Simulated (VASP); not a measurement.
# AlN (P1) in VASP: a series of runs

AlN is run at these levels: PBEsol; tasks: single point.

Program: VASP 6.6.1. These are calculated values, not measurements. Logs are shortened: lines on timing, memory, paths and dates and some standing lists are left out, and cuts for length are marked.

## 1. The cell of the first run

The typed cell holds 24 atoms: a = 5.710 Å, b = 5.710 Å, c = 8.565 Å, α = 60.00°, β = 60.00°, γ = 60.00°.

## 2. Single point, PBEsol

Input file INCAR:

```
SYSTEM = AlN
ALGO = Normal
EDIFF = 1E-6
ENCUT = 520
GGA = PS
ISIF = 2
ISMEAR = -1
LASPH = .True.
LCHARG = .True.
LELF = .True.
LREAL = Auto
LVHAR = .True.
LWAVE = .False.
NBANDS = 66
NELM = 100
PREC = Accurate
SIGMA = 0.112
```

Input file KPOINTS:

```
k-points
0
Gamma
  4 4 2
  0 0 0
```

Input file POSCAR:

```
AlN
1.0
    0.0000000000      4.0377368908      4.0377368908
    4.0377368908      0.0000000000      4.0377368908
    6.0566053362      6.0566053362      0.0000000000
Al N
12 12
Direct
   -0.0326283023     -0.0107489669      0.0210305102
   -0.0050498585     -0.0106312029      0.3371794738
    0.0017628687     -0.0159671127      0.6736096829
    0.0224635736      0.5000184645     -0.0261897534
    0.0406107442      0.4780273089      0.3415491658
   -0.0225609054      0.4977198996      0.6726522159
    0.4986169368     -0.0086231473      0.0041610768
    0.5206864778      0.0072669421      0.3198565686
    0.4968691755      0.0234074192      0.6538278095
    0.5268613477      0.4910524270      0.0005404843
    0.4915109760      0.5231829258      0.3399138438
    0.4836264850      0.5053012505      0.6638795624
    0.2586992487      0.2536003528      0.1570423442
    0.2519756803      0.2804792711      0.4937753633
    0.2371457145      0.2249638906      0.8495300113
    0.2470840788      0.7537978779      0.1615952247
    0.2483952093      0.7751246762      0.4891935887
    0.2636263899      0.7441321912      0.8166155339
    0.7707083409      0.2448392569      0.1761423175
    0.7420030282      0.2648778335      0.5123939613
    0.7170239365      0.2444621893      0.8544119540
    0.7607855794      0.7292057605      0.1675233805
    0.7624714248      0.7390526131      0.4942233865
    0.7423874019      0.7410490284      0.8383590672
```

Potentials or basis: VASP PAW PBE potentials, release 64 (Al, N).

Run with:

```
cat potpaw_PBE.64/Al/POTCAR potpaw_PBE.64/N/POTCAR > POTCAR
mpirun -np 1 vasp_std > vasp.out
```

OUTCAR:

```text
SYSTEM = AlN
   EDIFF = 1E-6
   ENCUT = 520
   GGA = PS
   ISIF = 2
   ISMEAR = -1
   LASPH = .True.
   LREAL = Auto
   NELM = 100
   PREC = Accurate

 ion  position               nearest neighbor table
   1  0.967  0.989  0.021-  22 1.89  19 1.99  16 1.99  21 2.02  15 2.04  18 2.24   8 2.56  10 2.70
                             7 2.75   2 2.79   5 2.85   4 2.86   4 2.89   3 2.90   6 2.94   7 2.97
   2  0.995  0.989  0.337-  19 1.89  23 1.95  17 1.95  16 2.02  13 2.13  20 2.18   8 2.73  11 2.75
                             5 2.78   9 2.78   1 2.79   6 2.84   7 2.86   3 2.89   5 2.95  11 2.97
   3  0.002  0.984  0.674-  18 1.93  17 1.97  24 2.03  20 2.03  21 2.15  14 2.21   4 2.67  12 2.74
                             5 2.84   7 2.85   6 2.85   9 2.86   6 2.86   9 2.86   2 2.89   1 2.90
   4  0.022  0.500  0.974-  15 1.88  18 1.96  24 1.96  19 2.07  13 2.07  22 2.11  12 2.64   3 2.67
                             6 2.72  10 2.75   7 2.82   1 2.86   1 2.89   7 2.91  10 2.98   2 3.02
   5  0.041  0.478  0.342-  14 1.78  16 1.96  23 1.99  13 2.04  20 2.08  22 2.19  11 2.71   8 2.72
                             6 2.73   2 2.78   3 2.84  10 2.85   1 2.85   2 2.95  12 2.99   8 3.00
   6  0.977  0.498  0.673-  23 1.95  14 1.97  24 1.99  21 2.08  15 2.12  17 2.21  10 2.70   4 2.72
                             5 2.73  12 2.84   2 2.84   9 2.84   3 2.85   3 2.86  12 2.88   9 2.88
   7  0.499  0.991  0.004-  21 1.91  16 1.98  13 1.99  15 2.00  24 2.02  22 2.05   1 2.75  11 2.78
                            10 2.80   8 2.82   4 2.82   3 2.85   2 2.86   4 2.91   9 2.92  10 2.92
   8  0.521  0.007  0.320-  19 1.98  23 2.04  17 2.04  13 2.04  22 2.05  14 2.16   1 2.56   5 2.72
                             2 2.73  10 2.75  11 2.77   7 2.82   9 2.84  12 2.91  11 2.95   2 2.98
   9  0.497  0.023  0.654-  14 1.96  20 1.97  15 2.02  18 2.07  24 2.11  23 2.12  12 2.76  11 2.77
[... 5 lines left out ...]
  12  0.484  0.505  0.664-  18 1.89  20 1.89  17 2.01  23 2.07  21 2.10  15 2.13   4 2.64  11 2.70
                             3 2.74   9 2.76   6 2.84   6 2.88   8 2.91   7 2.93   9 2.95   3 2.97
  13  0.259  0.254  0.157-   7 1.99   5 2.04   8 2.04  10 2.05   4 2.07   2 2.13
  14  0.252  0.280  0.494-   5 1.78  11 1.95   9 1.96   6 1.97   8 2.16   3 2.21
  15  0.237  0.225  0.850-   4 1.88   7 2.00   9 2.02   1 2.04   6 2.12  12 2.13
  16  0.247  0.754  0.162-   5 1.96   7 1.98   1 1.99   2 2.02  10 2.04  11 2.07
  17  0.248  0.775  0.489-  11 1.92   2 1.95   3 1.97  12 2.01   8 2.04   6 2.21
  18  0.264  0.744  0.817-  12 1.89   3 1.93   4 1.96   9 2.07  10 2.18   1 2.24
  19  0.771  0.245  0.176-   2 1.89   8 1.98   1 1.99  10 2.05   4 2.07  11 2.12
  20  0.742  0.265  0.512-  12 1.89   9 1.97   3 2.03  11 2.06   5 2.08   2 2.18
  21  0.717  0.244  0.854-  10 1.90   7 1.91   1 2.02   6 2.08  12 2.10   3 2.15
  22  0.761  0.729  0.168-   1 1.89  11 1.93   7 2.05   8 2.05   4 2.11   5 2.19
  23  0.762  0.739  0.494-   2 1.95   6 1.95   5 1.99   8 2.04  12 2.07   9 2.12
  24  0.742  0.741  0.838-  10 1.88   4 1.96   6 1.99   7 2.02   3 2.03   9 2.11

  LATTYP: Found a face centered orthorhombic cell.
 ALAT       =     5.7102222723
 B/A-ratio  =     1.7320508076
 C/A-ratio  =     2.4494897428

  Lattice vectors:

 A1 = (   6.0566053362,   6.0566053362,   0.0000000000)
 A2 = (   2.0188684454,   6.0566053362,  -4.0377368908)
 A3 = (   0.0000000000,   4.0377368908,   4.0377368908)

Analysis of symmetry for initial positions (statically):
=====================================================================
 Subroutine PRICEL returns:
 Original cell was already a primitive cell.

 Routine SETGRP: Setting up the symmetry group for a
 face centered orthorhombic supercell.

 Subroutine GETGRP returns: Found  1 space group operations
 (whereof  1 operations were pure point group operations)
 out of a pool of  8 trial point group operations.

The static configuration has the point symmetry C_1 .

Analysis of symmetry for dynamics (positions and initial velocities):
=====================================================================
 Subroutine PRICEL returns:
 Original cell was already a primitive cell.

 Routine SETGRP: Setting up the symmetry group for a
 face centered orthorhombic supercell.

 Subroutine GETGRP returns: Found  1 space group operations
 (whereof  1 operations were pure point group operations)
 out of a pool of  8 trial point group operations.

The dynamic configuration has the point symmetry C_1 .

 Subroutine INISYM returns: Found  1 space group operations
 (whereof  1 operations are pure point group operations),
 and found     1 'primitive' translations

----------------------------------------------------------------------------------------

                                     Primitive cell

  volume of cell :     197.4855

  direct lattice vectors                    reciprocal lattice vectors
     0.000000000  4.037736891  4.037736891    -0.123831744  0.123831744  0.123831744
     4.037736891  0.000000000  4.037736891     0.123831744 -0.123831744  0.123831744
[... 75 lines left out ...]

  Shift w.r.t. Gamma in fractional coordinates (k-lattice)
     0.000000000  0.000000000  0.000000000

 -----------------------------------------------------------------------------
|                                                                             |
|           W    W    AA    RRRRR   N    N  II  N    N   GGGG   !!!           |
|           W    W   A  A   R    R  NN   N  II  NN   N  G    G  !!!           |
|           W    W  A    A  R    R  N N  N  II  N N  N  G       !!!           |
|           W WW W  AAAAAA  RRRRR   N  N N  II  N  N N  G  GGG   !            |
|           WW  WW  A    A  R   R   N   NN  II  N   NN  G    G                |
|           W    W  A    A  R    R  N    N  II  N    N   GGGG   !!!           |
|                                                                             |
|     Your reciprocal lattice and k-lattice belong to different lattice       |
|     classes:                                                                |
|                                                                             |
|        The reciprocal lattice is body-centered orthorhombic,                |
|        whereas your k-lattice is base-centered monoclinic.                  |
|                                                                             |
|     Results are often still useful ...                                      |
|                                                                             |
 -----------------------------------------------------------------------------

 WARNING: IBZKPT: internal override: KBLOWUP is changed to .FALSE.
      ... skipping the blow-up phase ...

 Subroutine IBZKPT returns following result:
 ===========================================

 Found     20 irreducible k-points:

 Following reciprocal coordinates:
            Coordinates               Weight
  0.000000  0.000000  0.000000      1.000000
  0.250000  0.000000  0.000000      2.000000
  0.500000  0.000000  0.000000      1.000000
  0.000000  0.250000  0.000000      2.000000
  0.250000  0.250000  0.000000      2.000000
  0.500000  0.250000  0.000000      2.000000
[... 12 lines left out ...]
  0.250000  0.500000  0.500000      2.000000
  0.500000  0.500000  0.500000      1.000000
   k-points           NKPTS =     20   k-points in BZ     NKDIM =     20   number of bands    NBANDS=     66
   number of dos      NEDOS =    301   number of ions     NIONS =     24
   total plane-waves  NPLWV = 112896
   dimension x,y,z NGX =    42 NGY =   42 NGZ =   64
   dimension x,y,z NGXF=    84 NGYF=   84 NGZF=  128
   ions per type =              12  12
   NGX,Y,Z   is equivalent  to a cutoff of  12.23, 12.23, 12.42 a.u.
   NGXF,Y,Z  is equivalent  to a cutoff of  24.46, 24.46, 24.84 a.u.
 SYSTEM =  AlN
   PREC   = accura    normal or accurate (medium, high low for compatibility)
   ISTART =      0    job   : 0-new  1-cont  2-samecut
   ICHARG =      2    charge: 1-file 2-atom 10-const
   ISPIN  =      1    spin polarized calculation?
   LNONCOLLINEAR =      F non collinear calculations
   LSORBIT =      F    spin-orbit coupling
   LASPH  =      T    aspherical Exc in radial PAW
   ENCUT  =  520.0 eV  38.22 Ry    6.18 a.u.  10.62 10.62 15.93*2*pi/ulx,y,z
   NELM   =    100;   NELMIN=  2; NELMDL= -5     # of ELM steps
   EDIFF  = 0.1E-05   stopping-criterion for ELM
   LREAL  =      T    real-space projection
   EDIFFG = 0.1E-04   stopping-criterion for IOM
   NSW    =      0    number of steps for IOM
[... 5 lines left out ...]
   TEBEG  =    0.0;   TEEND  =   0.0 temperature during run
   PSTRESS=    0.0 pullay stress
   NELECT =      96.0000    total number of electrons
   NUPDOWN=      -1.0000    fix difference up-down
   EMIN   =  10.00;   EMAX   =-10.00  energy-range for DOS
   EFERMI =   0.00;   METHOD = LEGACY
   ISMEAR =    -1;   SIGMA  =   0.11  broadening in eV -4-tet -1-fermi 0-gaus
   EFERMI_NEDOS =   21; number of points for ismear=-14 and -15
   IALGO  =     38    algorithm
   IMIX   =      4    mixing-type and parameters
     AMIX     =   0.40;   BMIX     =  1.00
     AMIX_MAG =   1.60;   BMIX_MAG =  1.00
  volume/ion in A,a.u.               =       8.23        55.53
  Fermi-wavevector in a.u.,A,eV,Ry     =   1.287222  2.432497 22.544046  1.656941
  Thomas-Fermi vector in A             =   2.419249
   LORBIT       =      0    0 simple, 1 ext, 2 COOP (PROOUT), +10 PAW based schemes
   GGA     = PS    functional components
   LHFCALC =     F    Hartree Fock is set to
   AEXX    =    0.0000 exact exchange contribution
   IVDW    =     0    specifies the selected vdW correction
   LEPSILON=     F    determine dielectric tensor
   LRPA    =     F    only Hartree local field effects (RPA)
 non-spin polarized calculation
  energy-cutoff  :      520.00
  volume of cell :      197.49
 maximum number of plane-waves:      5339
   NGX = 21   NGY = 21   NGZ = 31

 number of electron      96.0000000 magnetization

 Free energy of the ion-electron system (eV)
  ---------------------------------------------------
  ext. energy  EPLUGINS =         0.00000000
  ---------------------------------------------------
  free energy    TOTEN  =      -182.55585387 eV

  energy without entropy =     -182.55585386  energy(sigma->0) =     -182.55585386

 E-fermi :  12.2747     XC(G=0): -12.4621

 val. band max:       10.0885634645   @ k =   0.0000   0.0000   0.0000
 cond. band min:      14.3628908419   @ k =   0.0000   0.0000   0.5000
 fundamental gap:      4.2743273774
 Fermi energy:        12.2746690083

 k-point     1 :       0.0000    0.0000    0.0000
  band No.  band energies     occupation
      1      -7.7146      2.00000
      2      -5.8340      2.00000
      3      -5.4620      2.00000
      4      -4.5591      2.00000
      5      -4.3810      2.00000
      6      -4.3410      2.00000
[... 1249 lines left out ...]
     59      17.9019      0.00000
     60      18.1260      0.00000
 [bands above 60 left out]

------------------------ aborting loop because EDIFF is reached ----------------------------------------

  FORCE on cell =-STRESS in cart. coord.  units (eV):
  Direction    XX          YY          ZZ          XY          YZ          ZX
  --------------------------------------------------------------------------------------
  -------------------------------------------------------------------------------------
  Total        9.4114134      7.8945865      7.6823605      0.2100149     -0.6710644     -1.2149953
  in kB       76.3537074     64.0478666     62.3261017      1.7038262     -5.4442677     -9.8571166
  external PRESSURE =      67.5758919 kB  Pullay stress =       0.0000000 kB

 VOLUME and BASIS-vectors are now :
 -----------------------------------------------------------------------------
  energy-cutoff  :      520.00
  volume of cell :      197.49
      direct lattice vectors                 reciprocal lattice vectors
     0.000000000  4.037736891  4.037736891    -0.123831744  0.123831744  0.123831744
     4.037736891  0.000000000  4.037736891     0.123831744 -0.123831744  0.123831744
     6.056605336  6.056605336  0.000000000     0.082554496  0.082554496 -0.082554496

 POSITION                                       TOTAL-FORCE (eV/Angst)
 -----------------------------------------------------------------------------------
      4.12171      4.03337      7.90033        -1.675509      0.669537      2.025782
      6.03697      6.05951      8.01216         0.397589      0.156412      1.832449
      8.05305      4.08691      3.98038         0.700292     -0.964183      0.558009
      7.91693      5.98869      2.10965         2.142226      2.365285     -1.092262
      3.99878      2.23260      2.09412        -0.744707     -4.081367     -0.954450
      6.08365      8.02063      5.95630        -0.225131      0.420095     -0.145987
[... 16 lines left out ...]
      5.97742      6.07198      6.06276         1.579144     -0.322137      0.204028
      8.06977      8.07517      5.98973        -0.740138     -0.106625      1.421760
 -----------------------------------------------------------------------------------
    total drift:                               -0.007434      0.009012     -0.008912

  FREE ENERGIE OF THE ION-ELECTRON SYSTEM (eV)
  ---------------------------------------------------
  free  energy   TOTEN  =      -182.5558538657 eV

  energy  without entropy=     -182.5558538618  energy(sigma->0) =     -182.55585386
```

It took 9 min on 1 thread of Intel Xeon Platinum 8488C (Sapphire Rapids), shared host; peak memory 0.39 GiB.

Results:

* Free energy: -182.5559 eV
* Pressure: 6.8 GPa
* Largest force: 4.257 eV/Å
* Band gap on the k mesh: 4.27 eV (least direct gap 4.36 eV)

Forces on the atoms (eV/Å):
```
Al  -1.676  0.670  2.026
Al   0.398  0.156  1.832
Al   0.700 -0.964  0.558
Al   2.142  2.365 -1.092
Al  -0.745 -4.081 -0.954
Al  -0.225  0.420 -0.146
Al   0.488 -0.454 -0.577
Al   0.330 -0.111 -1.260
Al   0.207  0.939 -1.432
Al   1.292 -1.456 -1.826
Al  -1.680  0.332  0.733
Al  -0.009  1.106  0.697
N    0.966  1.443 -0.233
N   -0.665  2.510 -1.167
N   -0.995 -1.871  1.395
N   -0.261  1.138 -0.113
N    0.347  0.641 -0.775
N    1.325 -0.450 -0.110
N   -0.103 -2.042 -1.240
N   -1.515  0.229 -0.740
N   -2.120  0.579  2.269
N    0.961 -0.668  0.531
N    1.579 -0.322  0.204
N   -0.740 -0.107  1.422
```

Caveat: the k points lie up to 0.45 Å⁻¹ apart; the atoms stand as in a frame of molecular dynamics; the structure was generated, so it needn't be the stable form of AlN; the PAW data sets were made with another functional, which shifts forces and pressure a little. A k mesh can miss the band edges.

## 3. Single point, PBEsol

Input file INCAR:

```
PREC = Accurate
ENCUT = 520
EDIFF = 1E-6
ISMEAR = -1
SIGMA = 0.112
LREAL = Auto
LASPH = True
NELM = 100
ALGO = Normal
ISIF = 2
LWAVE = False
LCHARG = False
GGA = PS
NBANDS = 66
```

Input file KPOINTS:

```
Automatic mesh
0
Gamma
  4 4 2
```

Input file POSCAR:

```
AlN
1.0
    0.0000000000      4.0377368908      4.0377368908
    4.0377368908      0.0000000000      4.0377368908
    6.0566053362      6.0566053362      0.0000000000
Al N
12 12
Direct
    0.0251129538      0.0066298277     -0.0077702768
   -0.0002216588     -0.0158769632      0.3340783967
   -0.0010417965      0.0021585111      0.6705720902
    0.0011991866      0.4800221145      0.0196677831
   -0.0333021947      0.5001907144      0.3280401132
   -0.0478160180      0.5023065036      0.6790861005
    0.5251464019      0.0036022654     -0.0041450612
    0.4886535585      0.0112995228      0.3479266657
    0.5024768961     -0.0139705735      0.6777388111
    0.4727822916      0.5103625015      0.0073755012
    0.5131316270      0.4746667630      0.3359305068
    0.4740528053      0.5090001047      0.6658048983
    0.2560975437      0.2256019955      0.1759261898
    0.2474843030      0.2176505116      0.5296819459
    0.2434372339      0.2620290843      0.8461437085
    0.2640799856      0.7415796475      0.1683016217
    0.2323192485      0.7178263662      0.5127248397
    0.2407323771      0.7434748923      0.8474816692
    0.7255414553      0.2584181506      0.1694296463
    0.7680228018      0.2290808007      0.4945734176
    0.7601368249      0.2445338878      0.8445730266
    0.7599572689      0.7570766949      0.1563612696
    0.7203448562      0.7617801960      0.5011644034
    0.7655351459      0.7617647170      0.8280583300
```

Potentials or basis: VASP PAW PBE potentials, release 64 (Al, N).

Run with:

```
cat potpaw_PBE.64/Al/POTCAR potpaw_PBE.64/N/POTCAR > POTCAR
mpirun -np 1 vasp_std > vasp.out
```

It took 7.7 min on 1 thread of Intel Xeon Platinum 8488C (Sapphire Rapids), shared host; peak memory 0.38 GiB.

The run converged. Its results:

- Free energy: -182.7061 eV
- Pressure: 7.0 GPa
- Largest force: 3.346 eV/Å
- Band gap on the k mesh: 4.36 eV (least direct gap 4.37 eV)

Forces in eV/Å, atoms in the order of the input:
```
Al   0.799 -0.071 -1.420
Al  -0.510  1.272  0.136
Al  -0.722  0.200 -0.600
Al  -0.584 -1.843  0.781
Al   0.563  1.972  1.555
Al  -0.927  1.410  2.889
Al   0.148 -0.157 -1.243
Al  -1.211 -1.558 -0.940
Al   0.799 -0.467  0.422
Al  -0.695  1.532  0.367
Al   2.288 -1.385 -0.532
Al   0.143  0.213 -0.535
N    1.295 -0.582  0.223
N   -0.176 -1.841  1.321
N   -1.434  0.683 -0.325
N    0.681 -0.832 -1.021
N   -0.029 -0.266  1.636
N   -0.832  0.246  0.952
N   -0.784  1.597  0.698
N    1.602 -0.609 -0.189
N    0.114 -1.706 -0.614
N    0.485  1.169 -1.148
N   -1.367  1.846 -0.442
N    0.354 -0.824 -1.972
```

Stress tensor (GPa, compression positive):
```
 6.37  0.18 -0.24
 0.18  7.48 -0.50
-0.24 -0.50  7.23
```

Levels at points of the mesh, in eV from the valence-band top:
```
           k point  band 44  band 45  band 46  band 47  band 48  band 49  band 50  band 51  band 52  band 53
(0.00, 0.00, 0.00)    -0.92    -0.75    -0.14    -0.04     0.00     4.37     4.90     5.12     5.26     5.34
(0.50, 0.00, 0.00)    -1.27    -0.96    -0.85    -0.52    -0.39     5.88     6.01     6.31     6.43     6.66
(0.00, 0.50, 0.00)    -1.34    -0.93    -0.71    -0.62    -0.41     6.05     6.09     6.22     6.53     6.57
(0.50, 0.50, 0.00)    -1.30    -1.14    -1.12    -0.68    -0.52     5.86     6.15     6.18     6.42     6.53
(0.00, 0.00, 0.50)    -1.08    -0.60    -0.43    -0.37    -0.19     4.36     4.38     4.94     4.98     5.28
(0.50, 0.00, 0.50)    -1.35    -1.23    -0.96    -0.90    -0.65     5.77     5.86     6.38     6.55     7.03
(0.00, 0.50, 0.50)    -1.35    -1.30    -1.11    -0.75    -0.70     5.89     6.05     6.25     6.43     7.13
(0.50, 0.50, 0.50)    -1.16    -1.04    -0.89    -0.76    -0.54     5.94     6.26     6.51     6.63     6.98
```

Caveat: the k points lie up to 0.45 Å⁻¹ apart; the atoms stand as in a frame of molecular dynamics; the structure was generated, so it needn't be the stable form of AlN; the PAW data sets were made with another functional, which shifts forces and pressure a little. A k mesh can miss the band edges.

(Continued in part 2 of 2.)
